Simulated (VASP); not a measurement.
# C (P2_1/m) in VASP: notebook, part 2 of 2

VASP 6.6.1.

**4. Single point, PBEsol+D3(BJ) (engineering shear strain xy -0.1500, normal strain along z +0.0000)**

Contents of INCAR:

```
PREC = Accurate
ENCUT = 520
EDIFF = 1E-7
ISMEAR = 0
SIGMA = 0.15
LREAL = False
LASPH = True
NELM = 80
ALGO = Normal
ISIF = 2
LWAVE = False
LCHARG = False
GGA = PS
IVDW = 12
NBANDS = 16
```

Contents of KPOINTS:

```
Automatic mesh
0
Gamma
  18 18 6
```

Contents of POSCAR:

```
C
1.0
    2.4580081303     -0.1843506097      0.0000000000
   -1.3886563765      2.2208727884      0.0000000000
    0.0000000000      0.0000000000      6.5800567393
C
4
Direct
    0.0000000000      0.0000000000      0.0025000000
    0.0000000000      0.0000000000      0.5025000000
    0.3333333333      0.6666666667      0.0025000000
    0.6666666667      0.3333333333      0.5025000000
```

Potentials or basis: VASP PAW PBE potentials, release 64 (C).

Run with:

```bash
cat potpaw_PBE.64/C/POTCAR > POTCAR
mpirun -np 1 vasp_std > vasp.out
```

OUTCAR:

```text
PREC = Accurate
   ENCUT = 520
   EDIFF = 1E-7
   ISMEAR = 0
   LREAL = False
   LASPH = True
   NELM = 80
   ISIF = 2
   GGA = PS
   IVDW = 12
 IVDW          = 12

 ion  position               nearest neighbor table
   1  0.000  0.000  0.002-   3 1.33   3 1.42   3 1.51
   2  0.000  0.000  0.502-   4 1.33   4 1.42   4 1.51
   3  0.333  0.667  0.002-   1 1.33   1 1.42   1 1.51
   4  0.667  0.333  0.502-   2 1.33   2 1.42   2 1.51

  LATTYP: Found a simple monoclinic cell.
 ALAT       =     2.3002034166
 B/A-ratio  =     2.8606412337
 C/A-ratio  =     1.0716059136
 COS(beta)  =    -0.3973759173

  Lattice vectors:

 A1 = (   1.0693517538,   2.0365221787,   0.0000000000)
 A2 = (   0.0000000000,   0.0000000000,  -6.5800567393)
 A3 = (  -2.4580081303,   0.1843506097,   0.0000000000)

Analysis of symmetry for initial positions (statically):
=====================================================================
 Subroutine PRICEL returns:
 Original cell was already a primitive cell.

 Routine SETGRP: Setting up the symmetry group for a
 simple monoclinic supercell.

 Subroutine GETGRP returns: Found  4 space group operations
 (whereof  1 operations were pure point group operations)
[... 175 lines left out ...]
 Fermi energy:         5.0143107915

 k-point     1 :       0.0000    0.0000    0.0000
  band No.  band energies     occupation
      1     -14.9385      2.00000
      2     -14.5854      2.00000
      3      -3.9177      2.00000
      4      -1.7105      2.00000
      5       1.4827      2.00000
      6       1.4846      2.00000
[... 433 lines left out ...]
      3      -1.8256      2.00000
      4      -1.7888      2.00000
      5      -1.7506      2.00000
      6      -1.1715      2.00000
[... 8 lines left out ...]
     15      18.3115      0.00000
     16      18.4086      0.00000

 [... further k-points ...]

------------------------ aborting loop because EDIFF is reached ----------------------------------------

 Edisp (eV)   -0.43487

 E8    (eV) :    -0.2115

  FORCE on cell =-STRESS in cart. coord.  units (eV):
  Direction    XX          YY          ZZ          XY          YZ          ZX
  --------------------------------------------------------------------------------------
  -------------------------------------------------------------------------------------
  Total       3.26041     3.08546    -0.02132    15.41335     0.00000     0.00000
  in kB     152.58283   144.39565    -0.99779   721.32408     0.00000     0.00000
  external pressure =       98.66 kB  Pullay stress =        0.00 kB

 VOLUME and BASIS-vectors are now :
 -----------------------------------------------------------------------------
  energy-cutoff  :      520.00
  volume of cell :       34.24
      direct lattice vectors                 reciprocal lattice vectors
     2.458008130 -0.184350610  0.000000000     0.426850922  0.266899238  0.000000000
    -1.388656376  2.220872788  0.000000000     0.035432118  0.472428247  0.000000000
     0.000000000  0.000000000  6.580056739     0.000000000  0.000000000  0.151974373

 POSITION                                       TOTAL-FORCE (eV/Angst)
 -----------------------------------------------------------------------------------
      0.00000      0.00000      0.01645         2.060647      0.686435      0.000000
      0.00000      0.00000      3.30648        -2.060647     -0.686435      0.000000
     -0.10643      1.41913      0.01645        -2.077016     -0.692129      0.000000
      1.17579      0.61739      3.30648         2.077016      0.692129      0.000000
 -----------------------------------------------------------------------------------
    total drift:                                0.000000     -0.000000     -0.000022

  FREE ENERGIE OF THE ION-ELECTRON SYSTEM (eV)
  ---------------------------------------------------
  free  energy   TOTEN  =       -37.8489321034 eV

  energy  without entropy=      -37.8483703839  energy(sigma->0) =      -37.84865124
```

OSZICAR:

```text
N       E                     dE             d eps       ncg     rms          rms(c)
DAV:   1     0.286533157363E+02    0.28653E+02   -0.79964E+03 21000   0.938E+02
DAV:   2    -0.375464670230E+02   -0.66200E+02   -0.60234E+02 29456   0.184E+02
DAV:   3    -0.400752206699E+02   -0.25288E+01   -0.25170E+01 27080   0.334E+01
DAV:   4    -0.400944261098E+02   -0.19205E-01   -0.19201E-01 26432   0.351E+00
DAV:   5    -0.400947022551E+02   -0.27615E-03   -0.27613E-03 26760   0.399E-01    0.953E+00
DAV:   6    -0.380309415152E+02    0.20638E+01   -0.13806E+00 25368   0.800E+00    0.543E+00
DAV:   7    -0.374086559576E+02    0.62229E+00   -0.16115E+00 26304   0.867E+00    0.148E+00
DAV:   8    -0.374161469656E+02   -0.74910E-02   -0.99052E-02 24312   0.201E+00    0.366E-01
DAV:   9    -0.374139050717E+02    0.22419E-02   -0.41327E-03 26216   0.490E-01    0.948E-02
DAV:  10    -0.374140511251E+02   -0.14605E-03   -0.36055E-04 25200   0.128E-01    0.502E-02
DAV:  11    -0.374140591161E+02   -0.79910E-05   -0.20090E-05 25496   0.318E-02    0.763E-03
DAV:  12    -0.374140584285E+02    0.68765E-06   -0.10095E-06 27240   0.813E-03    0.230E-03
DAV:  13    -0.374140589788E+02   -0.55036E-06   -0.46475E-07 23776   0.482E-03    0.159E-03
DAV:  14    -0.374140589215E+02    0.57336E-07   -0.50305E-09 16904   0.534E-04
   1 F= -.37848932E+02 E0= -.37848651E+02  d E =-.561720E-03
```

Run time: 2.6 min. Hardware: 1 thread of Intel Xeon 6975P-C (Granite Rapids), shared host; peak memory 0.36 GiB.

Results:

```yaml
Free_energy: -37.8489 eV
Pressure: 9.9 GPa
Largest_force: 2.189 eV/Å
Dispersion_energy_per_atom: -0.109 eV
```

Forces in eV/Å, atoms in the order of the input:
```
C    2.061  0.686  0.000
C   -2.061 -0.686  0.000
C   -2.077 -0.692  0.000
C    2.077  0.692  0.000
```

Stress tensor (GPa, compression positive):
```
15.26 72.13  0.00
72.13 14.44  0.00
 0.00  0.00 -0.10
```

Caveat: the cell differs from its parent crystal (engineering shear strain xy -0.1500, normal strain along z +0.0000); the cell stands under pressure; the PAW data sets were made with another functional, which shifts forces and pressure a little.

**5. Single point, PBEsol+D3(BJ) (engineering shear strain xy -0.1500, normal strain along z -0.0175)**

Contents of INCAR:

```
PREC     = Accurate       # precision mode
ENCUT    = 520            # plane-wave cutoff, eV
EDIFF    = 1E-6           # SCF threshold, eV
ISMEAR   = 0              # smearing method
SIGMA    = 0.15           # smearing width, eV
LREAL    = F              # projectors in reciprocal space
LASPH    = T              # aspherical terms in the spheres
NELM     = 80             # most SCF steps
ALGO     = Normal         # electronic algorithm
ISIF     = 2              # what is computed and relaxed
LWAVE    = F              # write WAVECAR
LCHARG   = F              # write CHGCAR
GGA      = PS             # functional
IVDW     = 12             # dispersion correction
NBANDS   = 16             # bands
```

KPOINTS is that of step 4.

Changes to POSCAR since step 4:

```diff
@@ -4,3 +4,3 @@
    -1.3886563765      2.2208727884      0.0000000000
-    0.0000000000      0.0000000000      6.5800567393
+    0.0000000000      0.0000000000      6.4649057464
 C
```

Run with:

```bash
cat potpaw_PBE.64/C/POTCAR > POTCAR
mpirun -np 1 vasp_std > vasp.out
```

It took 3.7 min on 1 thread of Intel Xeon Platinum 8259CL at 2.50GHz (Skylake/Cascade Lake), shared host; peak memory 0.36 GiB.

Results (log left out):

```yaml
Free_energy: -37.8476 eV
Pressure: 10.3 GPa
Largest_force: 2.191 eV/Å
Dispersion_energy_per_atom: -0.111 eV
```

Forces on the atoms (eV/Å):
```
C    2.059  0.686  0.000
C   -2.059 -0.686  0.000
C   -2.079 -0.693  0.000
C    2.079  0.693  0.000
```

Stress tensor (GPa, compression positive):
```
15.51 73.44  0.00
73.44 14.68  0.00
 0.00  0.00  0.60
```

Caveat: the cell differs from its parent crystal (engineering shear strain xy -0.1500, normal strain along z -0.0175); the cell stands under pressure; the PAW data sets were made with another functional, which shifts forces and pressure a little.

**6. Summary**

```csv
cell,pressure (GPa),largest force (eV/Å)
"a = 2.460, b = 2.538, c = 6.235 Å, angles 90.0, 90.0, 123.2°, 4 atoms",4.0,1.00
"a = 2.460, b = 2.538, c = 6.465 Å, angles 90.0, 90.0, 123.2°, 4 atoms",3.3,1.00
"a = 2.465, b = 2.619, c = 6.580 Å, angles 90.0, 90.0, 126.3°, 4 atoms",9.9,2.19
"a = 2.465, b = 2.619, c = 6.465 Å, angles 90.0, 90.0, 126.3°, 4 atoms",10.3,2.19
```

Alike in all rows: task single point; level PBEsol+D3(BJ); potentials or basis VASP PAW PBE potentials, release 64 (C); no spin polarisation; k mesh 18 × 18 × 6; cutoff (eV) 520; smearing gaussian 0.15 eV.

Caveats: the cell stands under pressure; the PAW data sets were made with another functional, which shifts forces and pressure a little.

Total energies depend on the potentials used, so only differences within one code and one set of settings carry meaning.
